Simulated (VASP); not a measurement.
Wanted: the native input for a VASP 6.6.1 run.

```yaml
Task: single point
Functional: PBE
Potentials_or_basis: VASP PAW PBE potentials, release 64 (Si)
Cutoff: 520 eV
k_mesh: 8 × 8 × 6
Occupations: gaussian, width 0.05 eV
Spin: no spin polarisation
Dipole_correction: no
Further_INCAR_settings: ALGO = Normal; EDIFF = 1e-06; NBANDS = 16
```

The structure of Si lies in POSCAR:

```
Si
1.0
    0.0000000000     -2.7347607592     -2.7347607592
    0.0000000000      2.7347607592     -2.7347607592
    5.4695215184      0.0000000000      0.0000000000
Si
4
Direct
    0.5065656026      0.5117207452      0.0000000000
   -0.0065656026     -0.0117207452      0.5000000000
    1.0013625046      0.4825262629      0.2500000000
    0.4986374954      0.0174737371      0.7500000000
```

This cell differs from its parent crystal: atoms displaced along several vibrational modes.

The input as run:

INCAR

```
SYSTEM = Si
  ALGO = Normal
  EDIFF = 1E-6
  ENCUT = 520
  GGA = PE
  ISIF = 2
  ISMEAR = 0
  LASPH = .True.
  LCHARG = .False.
  LREAL = .False.
  LWAVE = .False.
  NBANDS = 16
  NELM = 80
  PREC = Accurate
  SIGMA = 0.05
```

KPOINTS

```
k-points
0
Gamma
  8 8 6
  0 0 0
```

Potentials or basis: VASP PAW PBE potentials, release 64 (Si).

The run is started by

```bash
$ cat potpaw_PBE.64/Si/POTCAR > POTCAR
$ mpirun -np 1 vasp_std > vasp.out
```

Results of the run:

```
Pressure               : -0.1 GPa
Largest force          : 0.395 eV/Å
Band gap on the k mesh : 0.62 eV
```

Caveat: the cell differs from its parent crystal (atoms displaced along several vibrational modes).

It took 58 s on 1 thread of AMD EPYC 9R45 96-Core Processor (Zen 5), on a shared host, peak memory 0.23 GiB.
